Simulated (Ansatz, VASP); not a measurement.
## Two plane-wave programs on KBr

```xyz
2
Lattice="0.0000 3.6883 3.6883 3.6883 0.0000 3.6883 3.6883 3.6883 0.0000" Properties=species:S:1:pos:R:3 pbc="T T T"
K     0.0000    0.0000    0.0000
Br    1.8441    1.8441    1.8441
```

Alike in both runs: task single point; functional HF; k mesh 4 × 4 × 4; no spin polarisation.

```csv
,VASP,Ansatz
version,VASP 6.6.1,Ansatz 0.2.0
potentials or method,"VASP PAW PBE potentials, release 64 (K_sv, Br)","plane waves, PAW"
plane-wave cutoff (eV),520,420
occupations,"gaussian, width 0.01 eV",fixed
valence electrons in the cell,16,16
```

```csv
,VASP,Ansatz,Ansatz less VASP
gap on the k mesh at the Fermi level (eV),11.30,11.28,-0.027
pressure (GPa),1.0,1.1,+0.09
```

VASP's potentials were made for PBE, not for HF. Ansatz's warnings: stress exchange threshold loose, stress scf threshold loose.
